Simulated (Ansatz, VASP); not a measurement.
Si4BW in VASP and in Ansatz

```
CELL_PARAMETERS angstrom
0.00000 3.39989 3.39989
3.39989 0.00000 3.39989
3.39989 3.39989 0.00000
ATOMIC_POSITIONS crystal
Si 0.87561 0.37317 0.87561
Si 0.87561 0.87561 0.37317
Si 0.87561 0.87561 0.87561
Si 0.37317 0.87561 0.87561
B 0.25000 0.25000 0.25000
W 0.50000 0.50000 0.50000
```

Change from the starting cell: species swapped into the Be4AlFe type (F-43m, No. 216).

Alike in both runs: functional PBE; k mesh 4 × 4 × 4; occupations gaussian, width 0.1 eV; no spin polarisation.

Ansatz relaxed the structure, and its values are those at the end. VASP's run is a single point on that final structure, the one shown.

|  | VASP | Ansatz |
| --- | --- | --- |
| version | VASP 6.6.1 | Ansatz 0.2.0 |
| potentials or method | VASP PAW PBE potentials, release 64 (Si, B, W_sv), cutoff 520 eV | scalar-relativistic, plane waves, PAW |
| valence electrons in the cell | 33 | 33 |

Ansatz gave:

| Quantity | Value |
| --- | --- |
| gap on the k mesh at the Fermi level (eV) | none |
| pressure (GPa) | 0.1 |

**Question.** What did VASP give for the same quantities?

**Answer.** gap on the k mesh at the Fermi level (eV): none; pressure (GPa): 0.0.

A gap of «none» marks a metal or a gap that the smearing closes.

The k mesh is coarse, so the values compare programs but aren't converged. Spin-orbit coupling is off throughout.
